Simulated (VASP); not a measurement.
# HfO2 (P2_1/c) in VASP: notebook, part 2 of 2

VASP 6.6.1. Earlier steps stand in the parts before.

**3. Single point, PBE**

This run uses another cell than the first one, of 10.84 Å³/atom, 0.940 times its volume.

Contents of INCAR:

```
SYSTEM = HfO2
ALGO = Normal ; EDIFF = 1E-7
ENCUT = 520 ; GGA = PE
ISIF = 2 ; ISMEAR = -1
LASPH = .True. ; LCHARG = .False.
LREAL = .False. ; LWAVE = .False.
NBANDS = 56 ; NELM = 100
PREC = Accurate ; SIGMA = 0.05
```

Contents of KPOINTS:

```
k-points
0
Gamma
  5 5 5
  0 0 0
```

Contents of POSCAR:

```
HfO2
1.0
    5.0135217044      0.0000000000      0.0000000000
    0.0000000000      5.0798396840      0.0000000000
   -0.8411344054      0.0000000000      5.1074318236
Hf O
4 8
Direct
    0.2755000000      0.4603000000      0.7080000000
    0.7245000000      0.9603000000      0.7920000000
    0.7245000000      0.5397000000      0.2920000000
    0.2755000000      0.0397000000      0.2080000000
    0.0742000000      0.1684000000      0.8467000000
    0.9258000000      0.6684000000      0.6533000000
    0.9258000000      0.8316000000      0.1533000000
    0.0742000000      0.3316000000      0.3467000000
    0.4487000000      0.7419000000      0.9801000000
    0.5513000000      0.2419000000      0.5199000000
    0.5513000000      0.2581000000      0.0199000000
    0.4487000000      0.7581000000      0.4801000000
```

Potentials or basis: VASP PAW PBE potentials, release 64 (Hf_pv, O).

The run is started by

```
cat potpaw_PBE.64/Hf_pv/POTCAR potpaw_PBE.64/O/POTCAR > POTCAR
mpirun -np 1 vasp_std > vasp.out
```

OUTCAR:

```text
SYSTEM = HfO2
   EDIFF = 1E-7
   ENCUT = 520
   GGA = PE
   ISIF = 2
   ISMEAR = -1
   LASPH = .True.
   LREAL = .False.
   NELM = 100
   PREC = Accurate

 ion  position               nearest neighbor table
   1  0.276  0.460  0.708-   5 1.99   6 2.03   8 2.08   9 2.09  10 2.13  12 2.18  11 2.20   3 3.24
                             4 3.36   4 3.36   2 3.37   2 3.37   3 3.38   3 3.49   2 3.83   2 3.83
   2  0.724  0.960  0.792-   6 1.99   5 2.03   7 2.08  10 2.09   9 2.13  11 2.18  12 2.20   4 3.24
                             3 3.36   3 3.36   1 3.37   1 3.37   4 3.38   4 3.49   1 3.83   1 3.83
   3  0.724  0.540  0.292-   7 1.99   8 2.03   6 2.08  11 2.09  12 2.13  10 2.18   9 2.20   1 3.24
                             2 3.36   2 3.36   4 3.37   4 3.37   1 3.38   1 3.49   4 3.83   4 3.83
   4  0.276  0.040  0.208-   8 1.99   7 2.03   5 2.08  12 2.09  11 2.13   9 2.18  10 2.20   2 3.24
                             1 3.36   1 3.36   3 3.37   3 3.37   2 3.38   2 3.49   3 3.83   3 3.83
   5  0.074  0.168  0.847-   1 1.99   2 2.03   4 2.08
   6  0.926  0.668  0.653-   2 1.99   1 2.03   3 2.08
   7  0.926  0.832  0.153-   3 1.99   4 2.03   2 2.08
   8  0.074  0.332  0.347-   4 1.99   3 2.03   1 2.08
   9  0.449  0.742  0.980-   1 2.09   2 2.13   4 2.18   3 2.20
  10  0.551  0.242  0.520-   2 2.09   1 2.13   3 2.18   4 2.20
  11  0.551  0.258  0.020-   3 2.09   4 2.13   2 2.18   1 2.20
  12  0.449  0.758  0.480-   4 2.09   3 2.13   1 2.18   2 2.20

  LATTYP: Found a simple monoclinic cell.
 ALAT       =     5.0135217044
 B/A-ratio  =     1.0132278234
 C/A-ratio  =     1.0324540836
 COS(beta)  =    -0.1624993963

  Lattice vectors:

 A1 = (   5.0135217044,   0.0000000000,   0.0000000000)
 A2 = (   0.0000000000,   5.0798396840,   0.0000000000)
 A3 = (  -0.8411344054,   0.0000000000,   5.1074318236)

Analysis of symmetry for initial positions (statically):
=====================================================================
 Subroutine PRICEL returns:
 Original cell was already a primitive cell.

 Routine SETGRP: Setting up the symmetry group for a
 simple monoclinic supercell.

 Subroutine GETGRP returns: Found  4 space group operations
 (whereof  2 operations were pure point group operations)
 out of a pool of  4 trial point group operations.

The static configuration has the point symmetry S_2 .
 The point group associated with its full space group is C_2h.

Analysis of symmetry for dynamics (positions and initial velocities):
=====================================================================
 Subroutine PRICEL returns:
 Original cell was already a primitive cell.

 Routine SETGRP: Setting up the symmetry group for a
 simple monoclinic supercell.

 Subroutine GETGRP returns: Found  4 space group operations
 (whereof  2 operations were pure point group operations)
 out of a pool of  4 trial point group operations.

The dynamic configuration has the point symmetry S_2 .
 The point group associated with its full space group is C_2h.

 Subroutine INISYM returns: Found  4 space group operations
 (whereof  2 operations are pure point group operations),
 and found     1 'primitive' translations

----------------------------------------------------------------------------------------

                                     Primitive cell

  volume of cell :     130.0755

[... 65 lines left out ...]
  0.000000  0.000000  0.000000      1.000000
  0.200000  0.000000  0.000000      2.000000
  0.400000  0.000000  0.000000      2.000000
  0.000000  0.200000  0.000000      2.000000
  0.200000  0.200000  0.000000      4.000000
  0.400000  0.200000  0.000000      4.000000
[... 16 lines left out ...]
 -0.400000  0.400000  0.200000      4.000000
 -0.200000  0.400000  0.200000      4.000000
 [... further k-points ...]
   k-points           NKPTS =     39   k-points in BZ     NKDIM =     39   number of bands    NBANDS=     56
   number of dos      NEDOS =    301   number of ions     NIONS =     12
   total plane-waves  NPLWV =  64000
   dimension x,y,z NGX =    40 NGY =   40 NGZ =   40
   dimension x,y,z NGXF=    80 NGYF=   80 NGZF=   80
   ions per type =               4   8
   NGX,Y,Z   is equivalent  to a cutoff of  13.26, 13.09, 12.85 a.u.
   NGXF,Y,Z  is equivalent  to a cutoff of  26.53, 26.18, 25.69 a.u.
 SYSTEM =  HfO2
   PREC   = accura    normal or accurate (medium, high low for compatibility)
   ISTART =      0    job   : 0-new  1-cont  2-samecut
   ICHARG =      2    charge: 1-file 2-atom 10-const
   ISPIN  =      1    spin polarized calculation?
   LNONCOLLINEAR =      F non collinear calculations
   LSORBIT =      F    spin-orbit coupling
   LASPH  =      T    aspherical Exc in radial PAW
   ENCUT  =  520.0 eV  38.22 Ry    6.18 a.u.   9.32  9.45  9.62*2*pi/ulx,y,z
   NELM   =    100;   NELMIN=  2; NELMDL= -5     # of ELM steps
   EDIFF  = 0.1E-06   stopping-criterion for ELM
   LREAL  =      F    real-space projection
   EDIFFG = 0.1E-05   stopping-criterion for IOM
   NSW    =      0    number of steps for IOM
   IBRION =     -1    ionic relax: 0-MD 1-quasi-New 2-CG
   NFREE  =      0    steps in history (QN), initial steepest desc. (CG)
   ISIF   =      2    stress and relaxation
   ISYM   =      2    0-nonsym 1-usesym 2-fastsym
   POTIM  = 0.5000    time-step for ionic-motion
   TEBEG  =    0.0;   TEEND  =   0.0 temperature during run
   PSTRESS=    0.0 pullay stress
   NELECT =      88.0000    total number of electrons
   NUPDOWN=      -1.0000    fix difference up-down
   EMIN   =  10.00;   EMAX   =-10.00  energy-range for DOS
   EFERMI =   0.00;   METHOD = LEGACY
   ISMEAR =    -1;   SIGMA  =   0.05  broadening in eV -4-tet -1-fermi 0-gaus
   EFERMI_NEDOS =   21; number of points for ismear=-14 and -15
   IALGO  =     38    algorithm
   IMIX   =      4    mixing-type and parameters
     AMIX     =   0.40;   BMIX     =  1.00
     AMIX_MAG =   1.60;   BMIX_MAG =  1.00
  volume/ion in A,a.u.               =      10.84        73.15
  Fermi-wavevector in a.u.,A,eV,Ry     =   1.437156  2.715831 28.101707  2.065417
  Thomas-Fermi vector in A             =   2.556265
   LORBIT       =      0    0 simple, 1 ext, 2 COOP (PROOUT), +10 PAW based schemes
   GGA     = PE    functional components
[... 5 lines left out ...]
 non-spin polarized calculation
  energy-cutoff  :      520.00
  volume of cell :      130.08
 maximum number of plane-waves:      3525
 NGX is ok and might be reduce to    40
   NGX = 19   NGY = 19   NGZ = 19

 number of electron      87.9999956 magnetization

 Free energy of the ion-electron system (eV)
  ---------------------------------------------------
  ext. energy  EPLUGINS =         0.00000000
  ---------------------------------------------------
  free energy    TOTEN  =      -121.44526020 eV

  energy without entropy =     -121.44526020  energy(sigma->0) =     -121.44526020

 E-fermi :   4.6336     XC(G=0): -11.7542

 val. band max:        3.5163587657   @ k =   0.0000   0.0000   0.0000
 cond. band min:       7.8976283471   @ k =   0.4000   0.0000   0.0000
 fundamental gap:      4.3812695813
 Fermi energy:         4.6335676206

 k-point     1 :       0.0000    0.0000    0.0000
  band No.  band energies     occupation
      1     -25.8118      2.00000
      2     -25.7734      2.00000
      3     -25.7480      2.00000
      4     -25.4802      2.00000
      5     -25.3997      2.00000
      6     -25.3570      2.00000
[... 1405 lines left out ...]
     55      11.2404      0.00000
     56      11.4768      0.00000

 [... further k-points ...]
[... 5 lines left out ...]
  --------------------------------------------------------------------------------------
  -------------------------------------------------------------------------------------
  Total       16.5639960     16.3129979     16.6251899      0.0000000      0.0000000      1.1535748
  in kB      204.0235097    200.9318943    204.7772535      0.0000000      0.0000000     14.2089132
  external PRESSURE =     203.2442192 kB  Pullay stress =       0.0000000 kB

 VOLUME and BASIS-vectors are now :
 -----------------------------------------------------------------------------
  energy-cutoff  :      520.00
  volume of cell :      130.08
      direct lattice vectors                 reciprocal lattice vectors
     5.013521704  0.000000000  0.000000000     0.199460591  0.000000000  0.032848831
     0.000000000  5.079839684  0.000000000     0.000000000  0.196856606  0.000000000
    -0.841134405  0.000000000  5.107431824     0.000000000  0.000000000  0.195793118

 POSITION                                       TOTAL-FORCE (eV/Angst)
 -----------------------------------------------------------------------------------
      0.78570      2.33825      3.61606         0.540435      0.154120      0.241610
      2.96612      4.87817      4.04509        -0.540435      0.154120     -0.241610
      3.38669      2.74159      1.49137        -0.540435     -0.154120     -0.241610
      1.20627      0.20167      1.06235         0.540435     -0.154120      0.241610
     -0.34019      0.85545      4.32446        -0.529358     -0.229850     -0.326305
      4.09201      3.39536      3.33669         0.529358     -0.229850      0.326305
      4.51257      4.22439      0.78297         0.529358      0.229850      0.326305
      0.08038      1.68447      1.77075        -0.529358      0.229850     -0.326305
      1.42517      3.76873      5.00579        -0.353032      0.054582     -0.004269
      2.32665      1.22881      2.65535         0.353032      0.054582      0.004269
      2.74722      1.31111      0.10164         0.353032     -0.054582      0.004269
      1.84574      3.85103      2.45208        -0.353032     -0.054582     -0.004269
 -----------------------------------------------------------------------------------
    total drift:                               -0.000000      0.000000     -0.000000

  FREE ENERGIE OF THE ION-ELECTRON SYSTEM (eV)
  ---------------------------------------------------
  free  energy   TOTEN  =      -121.4452601991 eV

  energy  without entropy=     -121.4452601991  energy(sigma->0) =     -121.44526020
```

Run time: 7.3 min. Hardware: 1 thread of Oxide Virtual Turin-like, shared host; peak memory 0.33 GiB.

What came out:

- Free energy: -121.4453 eV
- Pressure: 20.3 GPa
- Largest force: 0.663 eV/Å
- Band gap on the k mesh: 4.38 eV, indirect (least direct gap 4.43 eV)

Forces in eV/Å, atoms in the order of the input:
```
Hf   0.540  0.154  0.242
Hf  -0.540  0.154 -0.242
Hf  -0.540 -0.154 -0.242
Hf   0.540 -0.154  0.242
O   -0.529 -0.230 -0.326
O    0.529 -0.230  0.326
O    0.529  0.230  0.326
O   -0.529  0.230 -0.326
O   -0.353  0.055 -0.004
O    0.353  0.055  0.004
O    0.353 -0.055  0.004
O   -0.353 -0.055 -0.004
```

Levels at points of the mesh, in eV from the valence-band top:
```csv
k point,band 41,band 42,band 43,band 44,band 45,band 46,band 47,band 48
"(0.00, 0.00, 0.00)",-0.54,-0.45,-0.10,0.00,4.78,5.40,5.60,5.86
```

Caveat: spin-orbit coupling is left out, which moves the levels of the heavy elements.

**4. Single point, PBE**

This run uses another cell than the first one, of 11.07 Å³/atom, 0.960 times its volume.

Contents of INCAR:

```
  PREC = Accurate
  ENCUT = 520
  EDIFF = 1E-6
  ISMEAR = -1
  SIGMA = 0.05
  LREAL = False
  LASPH = True
  NELM = 80
  ALGO = Normal
  ISIF = 2
  LWAVE = False
  LCHARG = False
  GGA = PE
  NBANDS = 56
```

Contents of KPOINTS:

```
regular mesh
0
Gamma
  5 5 5
```

Changes to POSCAR since step 3:

```diff
@@ -2,5 +2,5 @@
 1.0
-    5.0135217044      0.0000000000      0.0000000000
-    0.0000000000      5.0798396840      0.0000000000
-   -0.8411344054      0.0000000000      5.1074318236
+    5.0488293586      0.0000000000      0.0000000000
+    0.0000000000      5.1156143815      0.0000000000
+   -0.8470580823      0.0000000000      5.1434008384
 Hf O
```

The run is started by

```
cat potpaw_PBE.64/Hf_pv/POTCAR potpaw_PBE.64/O/POTCAR > POTCAR
mpirun -np 1 vasp_std > vasp.out
```

Run time: 7 min. Hardware: 1 thread of Oxide Virtual Turin-like, shared host; peak memory 0.33 GiB.

The run converged. Its results:

```
Free energy            : -121.7431 eV
Pressure               : 13.8 GPa
Largest force          : 0.586 eV/Å
Band gap on the k mesh : 4.31 eV, indirect (least direct gap 4.36 eV)
```

Forces on the atoms (eV/Å):
```
Hf   0.404  0.093  0.165
Hf  -0.404  0.093 -0.165
Hf  -0.404 -0.093 -0.165
Hf   0.404 -0.093  0.165
O   -0.485 -0.212 -0.251
O    0.485 -0.212  0.251
O    0.485  0.212  0.251
O   -0.485  0.212 -0.251
O   -0.268  0.046 -0.031
O    0.268  0.046  0.031
O    0.268 -0.046  0.031
O   -0.268 -0.046 -0.031
```

Stress tensor (GPa, compression positive):
```
13.87  0.00  0.99
 0.00 13.41  0.00
 0.99  0.00 14.14
```

Levels at points of the mesh, in eV from the valence-band top:
| k point | band 40 | band 41 | band 42 | band 43 | band 44 | band 45 | band 46 | band 47 | band 48 | band 49 |
| --- | --- | --- | --- | --- | --- | --- | --- | --- | --- | --- |
| (0.00, 0.00, 0.00) | -0.98 | -0.54 | -0.48 | -0.12 | 0.00 | 4.70 | 5.30 | 5.49 | 5.73 | 5.92 |

Caveat: spin-orbit coupling is left out, which moves the levels of the heavy elements. As with any semilocal functional, this PBE gap is likely too small.

**5. Overview**

| cell | k mesh | gap on the mesh (eV) | pressure (GPa) | largest force (eV/Å) |
| --- | --- | --- | --- | --- |
| a = 5.118, b = 5.186, c = 5.284 Å, angles 90.0, 99.4, 90.0°, 12 atoms | 4 × 4 × 4 | 4.11 | 2.7 | 0.46 |
| a = 5.014, b = 5.080, c = 5.176 Å, angles 90.0, 99.4, 90.0°, 12 atoms | 5 × 5 × 5 | 4.38 | 20.3 | 0.66 |
| a = 5.049, b = 5.116, c = 5.213 Å, angles 90.0, 99.4, 90.0°, 12 atoms | 5 × 5 × 5 | 4.31 | 13.8 | 0.59 |

Alike in all rows: task single point; level PBE; potentials or basis VASP PAW PBE potentials, release 64 (Hf_pv, O); no spin polarisation; cutoff (eV) 520; smearing fermi-dirac 0.05 eV.

Caveats: spin-orbit coupling is left out, which moves the levels of the heavy elements.

Total energies depend on the potentials used, so only differences within one code and one set of settings carry meaning.

**6. Comparison with measurements**

Step 2. Measured gap of HfO2: 5.54 eV (indirect; quoted in “Temperature dependence of self-trapped exciton luminescence in nanostructured hafnia powder”, 2021, arxiv:2112.02602). This calculation gives 4.11 eV (-1.43 eV). Spin-orbit coupling on Hf is left out. The value is that of PBE on a finite k mesh, which can miss the band edges, without temperature or zero-point motion. Semilocal functionals fall short of measured gaps as a rule.
